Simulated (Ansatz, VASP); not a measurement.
**One calculation of Zr2B3, two programs**

```xyz
5
Lattice="3.9690 0.0000 0.0000 -1.9845 3.4373 0.0000 0.0000 0.0000 4.9719" Properties=species:S:1:pos:R:3 pbc="T T T"
Zr    1.9845    1.1458    1.2334
Zr    0.0000    2.2915    3.7385
B     1.9845    1.1458    3.6694
B     0.0000    2.2915    1.3025
B     0.0000    0.0000    0.0000
```

Change from the starting cell: species swapped into the In2Au3 type (P-3m1, No. 164).

Alike in both runs: task relaxation of cell and atoms; functional PBE; k mesh 12 × 12 × 8; occupations gaussian, width 0.1 eV; no spin polarisation.

|  | VASP | Ansatz |
| --- | --- | --- |
| version | VASP 6.6.1 | Ansatz 0.2.0 |
| potentials or method | VASP PAW PBE potentials, release 64 (Zr_sv, B), cutoff 600 eV | scalar-relativistic, plane waves, PAW |
| valence electrons in the cell | 33 | 33 |

Ansatz gave:

- gap on the k mesh at the Fermi level, each at its own relaxed structure (eV): none
- relaxed volume (Å³/atom): 13.58
- relaxed cell length with the largest relative difference (Å): 3.972

Question: Which values does VASP return?

Answer: gap on the k mesh at the Fermi level, each at its own relaxed structure (eV): none; relaxed volume (Å³/atom): 13.59; relaxed cell length with the largest relative difference (Å): 3.974.

A gap of «none» marks a metal or a gap that the smearing closes.
